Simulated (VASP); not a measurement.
Write the native input for VASP 6.6.1 that does the following.

```
Task                   : single point
Functional             : PBE
Potentials or basis    : VASP PAW PBE potentials, release 64 (B, P)
Cutoff                 : 420 eV
k mesh                 : 12 × 12 × 1
Occupations            : gaussian, width 0.03 eV
Spin                   : no spin polarisation
Dipole correction      : yes
Further INCAR settings : ALGO = Normal; EDIFF = 1e-06; NBANDS = 11; NELMDL = -8
```

The structure of BP (r.Ae) lies in POSCAR:

```
BP
1.0
    3.2021103498      0.0000000000      0.0000000000
   -1.6010551749      2.7731089087      0.0000000000
    0.0000000000      0.0000000000     16.0000000000
B P
1 1
Direct
    0.3333333333      0.6666666667      0.5000000000
    0.6666666667      0.3333333333      0.5000000000
```

These files were run (other wordings do the same):

INCAR

```
SYSTEM = BP
  ALGO = Normal
  DIPOL = 0.5 0.5 0.500
  EDIFF = 1E-6
  ENCUT = 420
  GGA = PE
  GGA_COMPAT = .False.
  IDIPOL = 3
  ISIF = 2
  ISMEAR = 0
  LASPH = .True.
  LCHARG = .False.
  LDIPOL = .True.
  LREAL = .False.
  LWAVE = .False.
  NBANDS = 11
  NELM = 120
  NELMDL = -8
  PREC = Accurate
  SIGMA = 0.03
```

KPOINTS

```
k-points
0
Gamma
  12 12 1
  0 0 0
```

Potentials or basis: VASP PAW PBE potentials, release 64 (B, P).

Run with:

```console
$ cat potpaw_PBE.64/B/POTCAR potpaw_PBE.64/P/POTCAR > POTCAR
$ mpirun -np 1 vasp_std > vasp.out
```

Results of the run:

The band gap on the k mesh is 0.90 eV, direct.

It took 55 s on 1 thread of AMD EPYC 7R43 64-Core Processor (Zen 3) (shared host), peak memory 0.19 GiB.
